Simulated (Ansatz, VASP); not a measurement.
Sb in VASP and in Ansatz

```
CELL_PARAMETERS angstrom
5.97617 0.00000 0.00000
0.00000 5.97617 0.00000
0.00000 0.00000 5.97617
ATOMIC_POSITIONS crystal
Sb 0.00000 0.00000 0.00000
Sb 0.50000 0.50000 0.50000
Sb 0.25000 0.00000 0.50000
Sb 0.75000 0.00000 0.50000
Sb 0.50000 0.25000 0.00000
Sb 0.50000 0.75000 0.00000
Sb 0.00000 0.50000 0.25000
Sb 0.00000 0.50000 0.75000
```

Alike in both runs: functional PBEsol; k mesh 4 × 4 × 4; occupations fermi-dirac, width 0.1 eV; no spin polarisation.

Ansatz relaxed the structure, and its values are those at the end. VASP's run is a single point on that final structure, the one shown.

|  | VASP | Ansatz |
| --- | --- | --- |
| version | VASP 6.6.1 | Ansatz 0.2.0 |
| potentials or method | VASP PAW PBE potentials, release 64 (Sb), cutoff 520 eV | plane waves (420 eV) with PAW, scalar-relativistic |
| valence electrons in the cell | 40 | 120 |

```tsv
	VASP	Ansatz	Ansatz less VASP
pressure (GPa)	0.0	0.0	-0.01
```

VASP's potentials were made for PBE, not for PBEsol, and Ansatz warns of the same on its side. VASP's potentials hold 40 valence electrons a cell and Ansatz's 120, so a difference there can come from the potentials and not from the codes.

Neither program's run includes spin-orbit coupling.
